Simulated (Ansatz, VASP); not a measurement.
## Two plane-wave programs on AgCl

```
Ag Cl
1.0
     0.00000    2.93403    2.93403
     2.93403    0.00000    2.93403
     2.93403    2.93403    0.00000
Ag Cl
1 1
Cartesian
  0.0000 0.0000 0.0000
  2.9340 2.9340 2.9340
```

Change from the starting cell: hydrostatic strain +5.8%.

Alike in both runs: task single point; functional PBE; k mesh 8 × 8 × 8; occupations fermi-dirac, width 0.02 eV; no spin polarisation.

```csv
,VASP,Ansatz
version,VASP 6.6.1,Ansatz 0.2.0
potentials or method,"VASP PAW PBE potentials, release 64 (Ag, Cl)","plane waves, PAW"
plane-wave cutoff (eV),520,420
valence electrons in the cell,18,26
```

VASP gave:

| Item | Value |
| --- | --- |
| gap on the k mesh at the Fermi level (eV) | 1.00 |
| pressure (GPa) | -4.0 |

Which values does Ansatz return?

gap on the k mesh at the Fermi level (eV): 1.01; pressure (GPa): -3.9.

With one functional, cell and mesh, what is left measures potentials, basis and numerics. VASP's potentials hold 18 valence electrons a cell and Ansatz's 26, so a difference there can come from the potentials and not from the codes.
